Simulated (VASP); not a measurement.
# TiO2 (P2_1/c) in VASP: a series of runs

Aim: see how the results for TiO2 move with the level of theory and the settings. Levels: PBE, PBEsol. Tasks: single point.

Everything below comes from runs of VASP 6.6.1. Logs are shortened: lines on timing, memory, paths and dates and some standing lists are left out, and cuts for length are marked.

### Step 1. The cell of the first run

It takes space group P2_1/c (No. 14, monoclinic). Conventional cell: a = 4.855 Å, b = 4.905 Å, c = 5.104 Å, α = 90.00°, β = 100.27°, γ = 90.00°. Ti (site symmetry 1) has 7 O at 1.87 to 2.31 Å within 2.5 Å. Within 2.9 Å of O (site symmetry 1) lie 4 Ti at 1.99 to 2.31 Å and 8 O at 2.43 to 2.85 Å. Within 2.5 Å of O (site symmetry 1) lie 3 Ti at 1.87 to 2.04 Å and 2 O at 2.43 to 2.44 Å.

### Step 2. Single point, PBE

Contents of INCAR:

```
PREC = Accurate
ENCUT = 520
EDIFF = 1E-6
ISMEAR = -1
SIGMA = 0.02
LREAL = False
LASPH = True
NELM = 100
ALGO = Normal
ISIF = 2
LWAVE = False
LCHARG = True
GGA = PE
LELF = True
LVHAR = True
NBANDS = 60
```

Contents of KPOINTS:

```
Automatic mesh
0
Gamma
  6 6 6
```

Contents of POSCAR:

```
TiO2
1.0
    4.8549393952      0.0000000000     -0.0365941286
    0.0000000000      4.9050346416      0.0000000000
   -0.8723973700      0.0000000000      5.0291247768
Ti O
4 8
Direct
    0.2756493011      0.4418026285      0.7174695670
    0.7243506989      0.9418026285      0.7825304330
    0.7243506989      0.5581973715      0.2825304330
    0.2756493011      0.0581973715      0.2174695670
    0.4500470552      0.7413470857      0.9558212789
    0.5499529448      0.2413470857      0.5441787211
    0.5499529448      0.2586529143      0.0441787211
    0.4500470552      0.7586529143      0.4558212789
    0.0606909586      0.3186429172      0.3566390028
    0.9393090414      0.8186429172      0.1433609972
    0.9393090414      0.6813570828      0.6433609972
    0.0606909586      0.1813570828      0.8566390028
```

Potentials or basis: VASP PAW PBE potentials, release 64 (Ti_sv, O).

Launch:

```
cat potpaw_PBE.64/Ti_sv/POTCAR potpaw_PBE.64/O/POTCAR > POTCAR
mpirun -np 1 vasp_std > vasp.out
```

OUTCAR:

```text
PREC = Accurate
   ENCUT = 520
   EDIFF = 1E-6
   ISMEAR = -1
   LREAL = False
   LASPH = True
   NELM = 100
   ISIF = 2
   GGA = PE

 ion  position               nearest neighbor table
   1  0.276  0.442  0.717-  12 1.87   6 1.99  11 1.99   5 2.00   9 2.04   7 2.14   8 2.31
   2  0.724  0.942  0.783-  11 1.87   5 1.99  12 1.99   6 2.00  10 2.04   8 2.14   7 2.31
   3  0.724  0.558  0.283-  10 1.87   8 1.99   9 1.99   7 2.00  11 2.04   5 2.14   6 2.31
   4  0.276  0.058  0.217-   9 1.87   7 1.99  10 1.99   8 2.00  12 2.04   6 2.14   5 2.31
   5  0.450  0.741  0.956-   2 1.99   1 2.00   3 2.14   4 2.31
   6  0.550  0.241  0.544-   1 1.99   2 2.00   4 2.14   3 2.31
   7  0.550  0.259  0.044-   4 1.99   3 2.00   1 2.14   2 2.31
   8  0.450  0.759  0.456-   3 1.99   4 2.00   2 2.14   1 2.31
   9  0.061  0.319  0.357-   4 1.87   3 1.99   1 2.04
  10  0.939  0.819  0.143-   3 1.87   4 1.99   2 2.04
  11  0.939  0.681  0.643-   2 1.87   1 1.99   3 2.04
  12  0.061  0.181  0.857-   1 1.87   2 1.99   4 2.04

  LATTYP: Found a simple monoclinic cell.
 ALAT       =     4.8550773074
 B/A-ratio  =     1.0102897093
 C/A-ratio  =     1.0513181537
 COS(beta)  =    -0.1783380454

  Lattice vectors:

 A1 = (   4.8549393952,   0.0000000000,  -0.0365941286)
 A2 = (   0.0000000000,   4.9050346416,   0.0000000000)
 A3 = (  -0.8723973700,   0.0000000000,   5.0291247768)

Analysis of symmetry for initial positions (statically):
=====================================================================
 Subroutine PRICEL returns:
 Original cell was already a primitive cell.

 Routine SETGRP: Setting up the symmetry group for a
 simple monoclinic supercell.

 Subroutine GETGRP returns: Found  4 space group operations
 (whereof  2 operations were pure point group operations)
 out of a pool of  4 trial point group operations.

The static configuration has the point symmetry S_2 .
 The point group associated with its full space group is C_2h.

Analysis of symmetry for dynamics (positions and initial velocities):
=====================================================================
 Subroutine PRICEL returns:
 Original cell was already a primitive cell.

 Routine SETGRP: Setting up the symmetry group for a
 simple monoclinic supercell.

 Subroutine GETGRP returns: Found  4 space group operations
 (whereof  2 operations were pure point group operations)
 out of a pool of  4 trial point group operations.

The dynamic configuration has the point symmetry S_2 .
 The point group associated with its full space group is C_2h.

 Subroutine INISYM returns: Found  4 space group operations
 (whereof  2 operations are pure point group operations),
 and found     1 'primitive' translations

----------------------------------------------------------------------------------------

                                     Primitive cell

  volume of cell :     119.6052

  direct lattice vectors                    reciprocal lattice vectors
     4.854939395  0.000000000 -0.036594129     0.206245465  0.000000000  0.035777200
     0.000000000  4.905034642  0.000000000     0.000000000  0.203872159  0.000000000
    -0.872397370  0.000000000  5.029124777     0.001500733  0.000000000  0.199102086

  length of vectors
     4.855077307  4.905034642  5.104230911     0.209325584  0.203872159  0.199107742

  position of ions in fractional coordinates (direct lattice)
     0.275649301  0.441802628  0.717469567
     0.724350699  0.941802628  0.782530433
     0.724350699  0.558197372  0.282530433
     0.275649301  0.058197372  0.217469567
     0.450047055  0.741347086  0.955821279
     0.549952945  0.241347086  0.544178721
     0.549952945  0.258652914  0.044178721
     0.450047055  0.758652914  0.455821279
     0.060690959  0.318642917  0.356639003
     0.939309041  0.818642917  0.143360997
     0.939309041  0.681357083  0.643360997
     0.060690959  0.181357083  0.856639003

  ion indices of the primitive-cell ions
   primitive index   ion index
                 1           1
                 2           2
                 3           3
                 4           4
                 5           5
                 6           6
                 7           7
                 8           8
                 9           9
                10          10
                11          11
                12          12

----------------------------------------------------------------------------------------

 KPOINTS: Automatic mesh

Automatic generation of k-mesh.
 Grid dimensions read from file:
 generate k-points for:    6    6    6

 Generating k-lattice:

  Cartesian coordinates                     Fractional coordinates (reciprocal lattice)
     0.034374244  0.000000000  0.005962867     0.166666667  0.000000000 -0.000000000
     0.000000000  0.033978693  0.000000000     0.000000000  0.166666667  0.000000000
     0.000250122  0.000000000  0.033183681     0.000000000  0.000000000  0.166666667

  Length of vectors
     0.034887597  0.033978693  0.033184624

  Shift w.r.t. Gamma in fractional coordinates (k-lattice)
     0.000000000  0.000000000  0.000000000

 Subroutine IBZKPT returns following result:
 ===========================================

 Found     80 irreducible k-points:

 Following reciprocal coordinates:
            Coordinates               Weight
  0.000000  0.000000  0.000000      1.000000
  0.166667  0.000000  0.000000      2.000000
  0.333333  0.000000  0.000000      2.000000
  0.500000  0.000000  0.000000      1.000000
  0.000000  0.166667  0.000000      2.000000
  0.166667  0.166667  0.000000      4.000000
[... 16 lines left out ...]
 -0.000000  0.166667  0.166667      4.000000
  0.166667  0.166667  0.166667      4.000000
 [... further k-points ...]
   k-points           NKPTS =     80   k-points in BZ     NKDIM =     80   number of bands    NBANDS=     60
   number of dos      NEDOS =    301   number of ions     NIONS =     12
   total plane-waves  NPLWV =  51840
   dimension x,y,z NGX =    36 NGY =   36 NGZ =   40
   dimension x,y,z NGXF=    72 NGYF=   72 NGZF=   80
   ions per type =               4   8
   NGX,Y,Z   is equivalent  to a cutoff of  12.33, 12.20, 13.03 a.u.
   NGXF,Y,Z  is equivalent  to a cutoff of  24.65, 24.40, 26.06 a.u.
 SYSTEM =  unknown system
   PREC   = accura    normal or accurate (medium, high low for compatibility)
   ISTART =      0    job   : 0-new  1-cont  2-samecut
   ICHARG =      2    charge: 1-file 2-atom 10-const
   ISPIN  =      1    spin polarized calculation?
   LNONCOLLINEAR =      F non collinear calculations
   LSORBIT =      F    spin-orbit coupling
   LASPH  =      T    aspherical Exc in radial PAW
   ENCUT  =  520.0 eV  38.22 Ry    6.18 a.u.   9.03  9.12  9.49*2*pi/ulx,y,z
   NELM   =    100;   NELMIN=  2; NELMDL= -5     # of ELM steps
   EDIFF  = 0.1E-05   stopping-criterion for ELM
   LREAL  =      F    real-space projection
   EDIFFG = 0.1E-04   stopping-criterion for IOM
   NSW    =      0    number of steps for IOM
   IBRION =     -1    ionic relax: 0-MD 1-quasi-New 2-CG
   NFREE  =      0    steps in history (QN), initial steepest desc. (CG)
   ISIF   =      2    stress and relaxation
   ISYM   =      2    0-nonsym 1-usesym 2-fastsym
   POTIM  = 0.5000    time-step for ionic-motion
   TEBEG  =    0.0;   TEEND  =   0.0 temperature during run
   PSTRESS=    0.0 pullay stress
   NELECT =      96.0000    total number of electrons
   NUPDOWN=      -1.0000    fix difference up-down
   EMIN   =  10.00;   EMAX   =-10.00  energy-range for DOS
   EFERMI =   0.00;   METHOD = LEGACY
   ISMEAR =    -1;   SIGMA  =   0.02  broadening in eV -4-tet -1-fermi 0-gaus
   EFERMI_NEDOS =   21; number of points for ismear=-14 and -15
   IALGO  =     38    algorithm
   IMIX   =      4    mixing-type and parameters
     AMIX     =   0.40;   BMIX     =  1.00
     AMIX_MAG =   1.60;   BMIX_MAG =  1.00
  volume/ion in A,a.u.               =       9.97        67.26
  Fermi-wavevector in a.u.,A,eV,Ry     =   1.521418  2.875063 31.493578  2.314713
  Thomas-Fermi vector in A             =   2.630136
   LORBIT       =      0    0 simple, 1 ext, 2 COOP (PROOUT), +10 PAW based schemes
   GGA     = PE    functional components
[... 5 lines left out ...]
 non-spin polarized calculation
  energy-cutoff  :      520.00
  volume of cell :      119.61
 maximum number of plane-waves:      3248
   NGX = 19   NGY = 19   NGZ = 19

 number of electron      96.0000024 magnetization

 Free energy of the ion-electron system (eV)
  ---------------------------------------------------
  ext. energy  EPLUGINS =         0.00000000
  ---------------------------------------------------
  free energy    TOTEN  =      -106.97536880 eV

  energy without entropy =     -106.97536880  energy(sigma->0) =     -106.97536880

 E-fermi :   5.9252     XC(G=0): -11.7016

 val. band max:        5.3566130628   @ k =   0.0000   0.0000   0.0000
 cond. band min:       7.7073375669   @ k =   0.3333   0.0000   0.5000
 fundamental gap:      2.3507245040
 Fermi energy:         5.9252241729

 k-point     1 :       0.0000    0.0000    0.0000
  band No.  band energies     occupation
      1     -51.3515      2.00000
      2     -51.3205      2.00000
      3     -51.3168      2.00000
      4     -51.3165      2.00000
      5     -27.7520      2.00000
      6     -27.7458      2.00000
[... 52 lines left out ...]
     59       9.8853      0.00000
     60       9.9337      0.00000

 k-point     2 :       0.1667    0.0000    0.0000
  band No.  band energies     occupation
      1     -51.3496      2.00000
      2     -51.3224      2.00000
      3     -51.3189      2.00000
      4     -51.3144      2.00000
      5     -27.7439      2.00000
      6     -27.7381      2.00000
[... 1375 lines left out ...]
     59       9.7804      0.00000
     60       9.9174      0.00000

 k-point    24 :       0.1667    0.1667    0.1667
  band No.  band energies     occupation
      1     -51.3447      2.00000
      2     -51.3255      2.00000
      3     -51.3208      2.00000
      4     -51.3143      2.00000
      5     -27.7188      2.00000
      6     -27.7145      2.00000
[... 52 lines left out ...]
     59       9.7821      0.00000
     60       9.9315      0.00000

 [... further k-points ...]
[... 5 lines left out ...]
  --------------------------------------------------------------------------------------
  -------------------------------------------------------------------------------------
  Total        0.6067467      0.5775151      0.5420948      0.0000000      0.0000000     -0.0117959
  in kB        8.1277046      7.7361316      7.2616570      0.0000000      0.0000000     -0.1580129
  external PRESSURE =       7.7084977 kB  Pullay stress =       0.0000000 kB

 VOLUME and BASIS-vectors are now :
 -----------------------------------------------------------------------------
  energy-cutoff  :      520.00
  volume of cell :      119.61
      direct lattice vectors                 reciprocal lattice vectors
     4.854939395  0.000000000 -0.036594129     0.206245465  0.000000000  0.035777200
     0.000000000  4.905034642  0.000000000     0.000000000  0.203872159  0.000000000
    -0.872397370  0.000000000  5.029124777     0.001500733  0.000000000  0.199102086

 POSITION                                       TOTAL-FORCE (eV/Angst)
 -----------------------------------------------------------------------------------
      0.71234      2.16706      3.59816         0.027869      0.047485     -0.011382
      2.83400      4.61957      3.90894        -0.027869      0.047485      0.011382
      3.27020      2.73798      1.39437        -0.027869     -0.047485      0.011382
      1.14854      0.28546      1.08359         0.027869     -0.047485     -0.011382
      1.35110      3.63633      4.79048        -0.028012      0.011461      0.025667
      2.19525      1.18382      2.71662         0.028012      0.011461     -0.025667
      2.63145      1.26870      0.20206         0.028012     -0.011461     -0.025667
      1.78729      3.72122      2.27591        -0.028012     -0.011461      0.025667
     -0.01648      1.56295      1.79136        -0.029354      0.022188      0.005640
      4.43522      4.01547      0.68661         0.029354      0.022188     -0.005640
      3.99902      3.34208      3.20117         0.029354     -0.022188     -0.005640
     -0.45268      0.88956      4.30592        -0.029354     -0.022188      0.005640
 -----------------------------------------------------------------------------------
    total drift:                                0.000000      0.000000     -0.000000

  FREE ENERGIE OF THE ION-ELECTRON SYSTEM (eV)
  ---------------------------------------------------
  free  energy   TOTEN  =      -106.9753688019 eV

  energy  without entropy=     -106.9753688019  energy(sigma->0) =     -106.97536880
```

Wall time 5 min (1 thread of Intel Xeon 6975P-C (Granite Rapids), shared host); peak memory 0.48 GiB.

Results:

```
Free energy            : -106.9754 eV
Pressure               : 0.8 GPa
Largest force          : 0.056 eV/Å
Band gap on the k mesh : 2.35 eV (least direct gap 2.38 eV)
```

Forces on the atoms (eV/Å):
```
Ti   0.028  0.047 -0.011
Ti  -0.028  0.047  0.011
Ti  -0.028 -0.047  0.011
Ti   0.028 -0.047 -0.011
O   -0.028  0.011  0.026
O    0.028  0.011 -0.026
O    0.028 -0.011 -0.026
O   -0.028 -0.011  0.026
O   -0.029  0.022  0.006
O    0.029  0.022 -0.006
O    0.029 -0.022 -0.006
O   -0.029 -0.022  0.006
```

### Step 3. Single point, PBEsol

This run uses another cell than the first one, of 9.54 Å³/atom.

Contents of INCAR:

```
PREC     = Accurate       # precision mode
ENCUT    = 520            # plane-wave cutoff, eV
EDIFF    = 1E-7           # SCF threshold, eV
ISMEAR   = -1             # smearing method
SIGMA    = 0.02           # smearing width, eV
LREAL    = False          # projectors in reciprocal space
LASPH    = True           # aspherical terms in the spheres
NELM     = 100            # most SCF steps
ALGO     = Normal         # electronic algorithm
ISIF     = 2              # what is computed and relaxed
LWAVE    = False          # write WAVECAR
LCHARG   = False          # write CHGCAR
GGA      = PS             # functional
NBANDS   = 60             # bands
```

Contents of KPOINTS:

```
regular mesh
0
Gamma
  6 6 6
```

Contents of POSCAR:

```
TiO2
1.0
    4.7804541620      0.0000000000     -0.0248449854
    0.0000000000      4.8613556071      0.0000000000
   -0.8475878911      0.0000000000      4.9301987385
Ti O
4 8
Direct
    0.2786100252      0.4450382593      0.7135717082
    0.7213899748      0.9450382593      0.7864282918
    0.7213899748      0.5549617407      0.2864282918
    0.2786100252      0.0549617407      0.2135717082
    0.4437988237      0.7413881739      0.9694715399
    0.5562011763      0.2413881739      0.5305284601
    0.5562011763      0.2586118261      0.0305284601
    0.4437988237      0.7586118261      0.4694715399
    0.0652070866      0.3278584846      0.3466539630
    0.9347929134      0.8278584846      0.1533460370
    0.9347929134      0.6721415154      0.6533460370
    0.0652070866      0.1721415154      0.8466539630
```

Potentials or basis: VASP PAW PBE potentials, release 64 (Ti_sv, O).

Launch:

```
cat potpaw_PBE.64/Ti_sv/POTCAR potpaw_PBE.64/O/POTCAR > POTCAR
mpirun -np 1 vasp_std > vasp.out
```

It took 18 min on 1 thread of Intel Xeon 8259CL, shared host; peak memory 0.48 GiB.

Results (log left out):

| Quantity | Value |
| --- | --- |
| Free energy | -112.1459 eV |
| Pressure | 0.8 GPa |
| Largest force | 0.048 eV/Å |
| Band gap on the k mesh | 2.23 eV (least direct gap 2.31 eV) |

Forces on the atoms (eV/Å):
```
Ti   0.029  0.039 -0.002
Ti  -0.029  0.039  0.002
Ti  -0.029 -0.039  0.002
Ti   0.029 -0.039 -0.002
O   -0.028  0.008  0.014
O    0.028  0.008 -0.014
O    0.028 -0.008 -0.014
O   -0.028 -0.008  0.014
O   -0.024  0.018 -0.002
O    0.024  0.018  0.002
O    0.024 -0.018  0.002
O   -0.024 -0.018 -0.002
```

Levels at points of the mesh, in eV from the valence-band top:
```tsv
k point	band 44	band 45	band 46	band 47	band 48	band 49	band 50	band 51	band 52	band 53
(0.00, 0.00, 0.00)	-1.12	-0.69	-0.65	-0.02	0.00	2.43	2.49	2.93	3.03	3.20
(0.50, 0.00, 0.00)	-0.98	-0.88	-0.79	-0.50	-0.09	2.23	2.86	2.90	3.02	3.44
(0.00, 0.50, 0.00)	-1.32	-1.00	-1.00	-0.40	-0.40	2.83	2.83	3.20	3.20	3.27
(0.50, 0.50, 0.00)	-1.73	-1.03	-1.03	-0.80	-0.80	2.72	2.72	2.95	2.95	3.29
(0.00, 0.00, 0.50)	-1.29	-1.13	-1.13	-0.43	-0.43	2.64	2.64	2.84	2.84	3.47
(0.50, 0.00, 0.50)	-1.38	-1.16	-1.16	-0.63	-0.63	2.32	2.32	3.28	3.28	3.42
(0.00, 0.50, 0.50)	-1.18	-1.17	-1.17	-0.85	-0.85	2.66	2.66	2.79	2.79	3.40
(0.50, 0.50, 0.50)	-1.49	-1.24	-1.24	-0.95	-0.95	2.54	2.54	2.92	2.92	3.28
```

Caveat: the PAW data sets were made with another functional, which shifts forces and pressure a little.
